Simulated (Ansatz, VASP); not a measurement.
## Two plane-wave programs on Si

File INCAR:

```
SYSTEM = Si
ALGO = Normal
EDIFF = 1E-6
ENCUT = 500
GGA = PE
GGA_COMPAT = .FALSE.
ISIF = 2
ISMEAR = 0
LASPH = .TRUE.
LCHARG = .TRUE.
LELF = .TRUE.
LREAL = .FALSE.
LVHAR = .TRUE.
LWAVE = .FALSE.
NBANDS = 11
NELM = 120
PREC = Accurate
SIGMA = 0.01
```

Contents of KPOINTS:

```
k-points
0
G
  12 12 12
  0 0 0
```

The input POSCAR:

```
Si
1.0
    0.0000000000      2.5617078313      2.5617078313
    2.5617078313      0.0000000000      2.5617078313
    2.5617078313      2.5617078313      0.0000000000
Si
2
Direct
    0.0000000000      0.0000000000      0.0000000000
    0.2500000000      0.2500000000      0.2500000000
```

Input for Ansatz:

```yaml
crystal:
  lattice:
    - [0.0, 2.5617078313, 2.5617078313]
    - [2.5617078313, 0.0, 2.5617078313]
    - [2.5617078313, 2.5617078313, 0.0]
  atoms:
    - { symbol: Si, position: [0.0, 0.0, 0.0] }
    - { symbol: Si, position: [0.25, 0.25, 0.25] }
scf:
  occupations: { method: fixed }
output:
  forces: true
  stress: true
  eigenvalues: true
hamiltonian:
  xc: pbe
basis:
  ecutwfc: 500
kpoints:
  mp_grid: { grid: [12, 12, 12] }
```

Alike in both runs: task single point; functional PBE; k mesh 12 × 12 × 12; no spin polarisation.

|  | VASP | Ansatz |
| --- | --- | --- |
| version | VASP 6.6.1 | Ansatz 0.2.0 |
| potentials or method | VASP PAW PBE potentials, release 64 (Si), cutoff 500 eV | scalar-relativistic, plane waves, PAW |
| occupations | gaussian, width 0.01 eV | fixed |
| valence electrons in the cell | 8 | 8 |

```csv
,VASP,Ansatz,Ansatz less VASP
gap on the k mesh at the Fermi level (eV),0.21,0.20,-0.001
least direct gap on the mesh (eV),2.62,2.61,-0.007
pressure (GPa),26.2,26.3,+0.10
```
